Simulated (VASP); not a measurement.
# TaN (scanat): single point with r2SCAN

The system is TaN (scanat).

```
Ta N
1.0
     0.00000    2.18793    2.18793
     2.18793    0.00000    2.18793
     2.18793    2.18793    0.00000
Ta N
1 1
Direct
  0.50000 0.50000 0.50000
  0.00000 0.00000 0.00000
```

```yaml
Program: VASP 6.6.1
Task: single point
Functional: r2SCAN
Potentials_or_basis: VASP PAW PBE potentials, release 64 (Ta_pv, N)
Cutoff: 660 eV
k_mesh: 16 × 16 × 16
Occupations: gaussian, width 0.1 eV
Spin: no spin polarisation
Dipole_correction: no
Further_INCAR_settings: ALGO = Normal; EDIFF = 1e-06; NBANDS = 15
```

```yaml
Pressure: 7.2 GPa
Band_gap_on_the_k_mesh: zero (band 8 reaches 11.76 eV, above the bottom of band 9 at 7.57 eV)
```

Levels at points of the mesh, in eV from the Fermi level:
| k point | band 5 | band 6 | band 7 | band 8 | band 9 | band 10 | band 11 | band 12 |
| --- | --- | --- | --- | --- | --- | --- | --- | --- |
| (0.00, 0.00, 0.00) | -4.19 | -4.19 | -4.19 | -2.21 | -2.21 | -2.21 | 0.14 | 0.14 |
| (0.50, 0.00, 0.00) | -10.96 | -8.11 | -8.11 | 1.98 | 1.98 | 2.12 | 4.14 | 7.99 |
| (0.50, 0.50, 0.00) | -7.12 | -5.72 | -5.04 | -5.04 | 2.26 | 3.64 | 3.64 | 4.88 |

Wall time 5.7 min on 1 thread of Intel Xeon 8259CL (shared host), peak memory 0.22 GiB.

Caveat: the PAW data sets were made with another functional, which shifts forces and pressure a little; spin-orbit coupling is left out, which moves the levels of the heavy elements.
